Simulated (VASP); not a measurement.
# Al3O2 (P-3m1) in VASP: further runs, part 3 of 3

VASP 6.6.1. Earlier steps stand in the parts before.

## (6) Relaxation of cell and atoms, r2SCAN

POSCAR

```
Al3O2
1.0
    3.5219054471      0.0000000000      0.0000000000
   -1.7609527235      3.0500595869      0.0000000000
    0.0000000000      0.0000000000      5.4795127895
Al O
3 2
Direct
    0.0000000000      0.0000000000      0.0000000000
    0.3333333333      0.6666666667      0.6450000000
    0.6666666667      0.3333333333      0.3550000000
    0.3333333333      0.6666666667      0.2450000000
    0.6666666667      0.3333333333      0.7550000000
```

INCAR.step1

```
SYSTEM = Al3O2
PREC     = Accurate       ! precision mode
ENCUT    = 600            ! plane-wave cutoff, eV
ISMEAR   = 0              ! smearing method
SIGMA    = 0.1            ! smearing width, eV
LREAL    = .False.        ! projectors in reciprocal space
LASPH    = .True.         ! aspherical terms in the spheres
NELM     = 60             ! most SCF steps
GGA      = PE             ! functional
ALGO     = Normal         ! electronic algorithm
EDIFF    = 1E-4           ! SCF threshold, eV
LWAVE    = .True.         ! write WAVECAR
LCHARG   = .False.        ! write CHGCAR
```

INCAR.step2

```
SYSTEM = Al3O2
PREC     = Accurate       ! precision mode
ENCUT    = 600            ! plane-wave cutoff, eV
EDIFF    = 1E-6           ! SCF threshold, eV
ISMEAR   = 0              ! smearing method
SIGMA    = 0.1            ! smearing width, eV
LREAL    = .False.        ! projectors in reciprocal space
LASPH    = .True.         ! aspherical terms in the spheres
NELM     = 60             ! most SCF steps
ALGO     = Normal         ! electronic algorithm
ISIF     = 3              ! what is computed and relaxed
LWAVE    = .False.        ! write WAVECAR
LCHARG   = .False.        ! write CHGCAR
METAGGA  = R2SCAN         ! meta-GGA
LMIXTAU  = .True.       
IBRION   = 2              ! ionic algorithm
NSW      = 90             ! ionic steps
EDIFFG   = -0.04          ! ionic threshold
ISTART   = 1
```

KPOINTS

```
Automatic mesh
0
Gamma
  6 6 4
  0 0 0
```

Potentials or basis: VASP PAW PBE potentials, release 64 (Al, O).

On the command line:

```bash
cat potpaw_PBE.64/Al/POTCAR potpaw_PBE.64/O/POTCAR > POTCAR
cp INCAR.step1 INCAR
mpirun -np 1 vasp_std > vasp.out
cp INCAR.step2 INCAR
mpirun -np 1 vasp_std > vasp.out
```

OUTCAR:

```text
SYSTEM = Al3O2
   PREC = Accurate
   ENCUT = 600
   EDIFF = 1E-6
   ISMEAR = 0
   LREAL = .False.
   LASPH = .True.
   NELM = 60
   ISIF = 3
   METAGGA = R2SCAN
   IBRION = 2
   NSW = 90
   EDIFFG = -0.04
   ISTART = 1

 ion  position               nearest neighbor table
   1  0.000  0.000  0.000-   4 2.44   5 2.44   4 2.44   5 2.44   5 2.44   4 2.44   2 2.81   3 2.81
                             2 2.81   3 2.81   2 2.81   3 2.81
   2  0.333  0.667  0.645-   5 2.12   5 2.12   5 2.12   4 2.19   3 2.58   3 2.58   3 2.58   1 2.81
                             1 2.81   1 2.81
   3  0.667  0.333  0.355-   4 2.12   4 2.12   4 2.12   5 2.19   2 2.58   2 2.58   2 2.58   1 2.81
                             1 2.81   1 2.81
   4  0.333  0.667  0.245-   3 2.12   3 2.12   3 2.12   2 2.19   1 2.44   1 2.44   1 2.44
   5  0.667  0.333  0.755-   2 2.12   2 2.12   2 2.12   3 2.19   1 2.44   1 2.44   1 2.44

  LATTYP: Found a hexagonal cell.
 ALAT       =     3.5219054471
 C/A-ratio  =     1.5558375634

  Lattice vectors:

 A1 = (   3.5219054471,   0.0000000000,   0.0000000000)
 A2 = (  -1.7609527235,   3.0500595869,   0.0000000000)
 A3 = (   0.0000000000,   0.0000000000,   5.4795127895)

Analysis of symmetry for initial positions (statically):
=====================================================================
[... 185 lines left out ...]
  -------------------------------------------------------------------------------------
  Total        3.4718997      3.4718997      9.0977547      0.0000000     -0.0000000      0.0000000
  in kB       94.5039128     94.5039128    247.6377469      0.0000000     -0.0000000      0.0000000
  external PRESSURE =     145.5485242 kB  Pullay stress =       0.0000000 kB
[... 98 lines left out ...]
  FREE ENERGIE OF THE ION-ELECTRON SYSTEM (eV)
  ---------------------------------------------------
  free  energy   TOTEN  =       -33.8315299209 eV

  energy  without entropy=      -33.8221853298  energy(sigma->0) =      -33.82685763

[... ionic steps 4 to 23 ...]

--------------------------------------- Ionic step       24  -------------------------------------------

 number of electron      20.9999986 magnetization

------------------------ aborting loop because EDIFF is reached ----------------------------------------
[... 73 lines left out ...]
--------------------------------------- Ionic step       26  -------------------------------------------

 number of electron      20.9999991 magnetization

 Free energy of the ion-electron system (eV)
  ---------------------------------------------------
  ext. energy  EPLUGINS =         0.00000000
  ---------------------------------------------------
  free energy    TOTEN  =       -41.55264961 eV

  energy without entropy =      -41.54819574  energy(sigma->0) =      -41.55042267

 E-fermi :   8.3331     XC(G=0): -11.2465

 val. band max:        7.8703705397   @ k =   0.5000   0.0000   0.5000
 cond. band min:       8.3466500388   @ k =   0.3333   0.0000   0.5000
 fundamental gap:      0.4762794991
 Fermi energy:         8.3330813159

 k-point     1 :       0.0000    0.0000    0.0000
  band No.  band energies     occupation
      1     -14.8813      2.00000
      2     -14.2069      2.00000
      3      -2.4971      2.00000
      4       0.4999      2.00000
      5       1.3312      2.00000
      6       2.3887      2.00000
      7       2.3887      2.00000
      8       2.6727      2.00000
      9       2.6727      2.00000
     10       5.8831      2.00000
     11       9.0043      0.00000
     12      13.0439      0.00000
     13      15.0302      0.00000
     14      18.5944      0.00000
[... 421 lines left out ...]
  FREE ENERGIE OF THE ION-ELECTRON SYSTEM (eV)
  ---------------------------------------------------
  free  energy   TOTEN  =       -41.5526496051 eV

  energy  without entropy=      -41.5481957430  energy(sigma->0) =      -41.55042267

 reached required accuracy - stopping structural energy minimisation
```

OUTCAR.step1:

```text
SYSTEM = Al3O2
   PREC = Accurate
   ENCUT = 600
   ISMEAR = 0
   LREAL = .False.
   LASPH = .True.
[... 641 lines left out ...]
      1.76095      1.01669      1.94523        -0.000000      0.000000     -0.947733
     -0.00000      2.03337      1.34248        -0.000000      0.000000      0.540118
      1.76095      1.01669      4.13703         0.000000     -0.000000     -0.540118
 -----------------------------------------------------------------------------------
    total drift:                                0.000000     -0.000000      0.000000

  FREE ENERGIE OF THE ION-ELECTRON SYSTEM (eV)
  ---------------------------------------------------
  free  energy   TOTEN  =       -22.5770220946 eV

  energy  without entropy=      -22.5680819193  energy(sigma->0) =      -22.57255201
```

It took 17 min on 1 thread of Intel Xeon 6975P-C (Granite Rapids), shared host; peak memory 0.21 GiB.

Results:

* Free energy: -41.5526 eV
* Relaxed volume: 11.80 Å³/atom
* Relaxed cell: a = 2.933 Å, b = 2.933 Å, c = 7.923 Å, α = 90.00°, β = 90.00°, γ = 120.00°
* Space group after relaxing (to 0.1 Å): P-3m1 (No. 164)
* Pressure after relaxing: -0.1 GPa
* Largest force after relaxing: 0.028 eV/Å
* Band gap on the k mesh: zero (an odd number of electrons rules out a gap without spin polarisation)

Forces on the atoms (eV/Å):
```
Al   0.000  0.000  0.000
Al   0.000  0.000  0.013
Al   0.000  0.000 -0.013
O    0.000  0.000 -0.028
O    0.000  0.000  0.028
```

Final structure:
```xyz
5
Lattice="2.9328 0.0000 0.0000 -1.4664 2.5399 0.0000 0.0000 0.0000 7.9226" Properties=species:S:1:pos:R:3 pbc="T T T"
Al    0.0000    0.0000    0.0000
Al    0.0000    1.6933    5.6572
Al    1.4664    0.8466    2.2654
O     0.0000    1.6933    2.9034
O     1.4664    0.8466    5.0192
```

Levels at points of the mesh, in eV from the Fermi level:
```tsv
k point	band 8	band 9	band 10	band 11	band 12	band 13
(0.00, 0.00, 0.00)	-5.66	-5.66	-2.45	0.67	4.71	6.70
(0.50, 0.00, 0.00)	-5.86	-3.77	-3.64	-0.92	0.69	4.11
(0.00, 0.00, 0.50)	-5.66	-4.93	-4.20	1.89	3.92	6.57
(0.50, 0.00, 0.50)	-5.93	-3.98	-3.95	-0.46	0.67	4.07
```

Caveat: a cell axis changed by over 15 % at a fixed basis, so the end point is rough; the PAW data sets were made with another functional, which shifts forces and pressure a little; an odd number of electrons without spin polarisation forces a metal; a magnetic or distorted state may lie lower.

## (7) Summary

| task | spin | cell | k mesh | cutoff (eV) | gap on the mesh (eV) | pressure (GPa) | largest force (eV/Å) |
| --- | --- | --- | --- | --- | --- | --- | --- |
| single point | off | a = 3.522, b = 3.522, c = 5.480 Å, angles 90.0, 90.0, 120.0°, 5 atoms, atomic positions A | 6 × 6 × 4 | 520 | none | 14.7 | 0.95 |
| single point | off | a = 2.904, b = 2.904, c = 8.674 Å, angles 90.0, 90.0, 120.0°, 5 atoms, atomic positions B | 6 × 6 × 4 | 520 | none | -0.1 | 0.04 |
| single point | collinear, ferromagnetic start | a = 3.522, b = 3.522, c = 5.480 Å, angles 90.0, 90.0, 120.0°, 5 atoms, atomic positions A | 6 × 6 × 4 | 520 | none | 14.7 | 0.95 |
| single point | off | a = 2.906, b = 2.906, c = 8.748 Å, angles 90.0, 90.0, 120.0°, 5 atoms, atomic positions C | 12 × 12 × 6 | 520 | none | -0.2 | 0.04 |
| relaxation of cell and atoms | off | relaxed from a = 3.522, b = 3.522, c = 5.480 Å, angles 90.0, 90.0, 120.0°, 5 atoms, atomic positions A | 6 × 6 × 4 | 600 | none | -0.1 | 0.03 |

Alike in all rows: level r2SCAN; potentials or basis VASP PAW PBE potentials, release 64 (Al, O); smearing gaussian 0.1 eV.

Caveats: some runs use coarse meshes; the PAW data sets were made with another functional, which shifts forces and pressure a little; an odd number of electrons without spin polarisation forces a metal (at least some runs); a magnetic or distorted state may lie lower (at least some runs); the cell stands under pressure (at least some runs); a cell axis changed by over 15 % at a fixed basis, so the end point is rough (at least some runs).

Absolute energies hang on the potentials; compare differences alone.
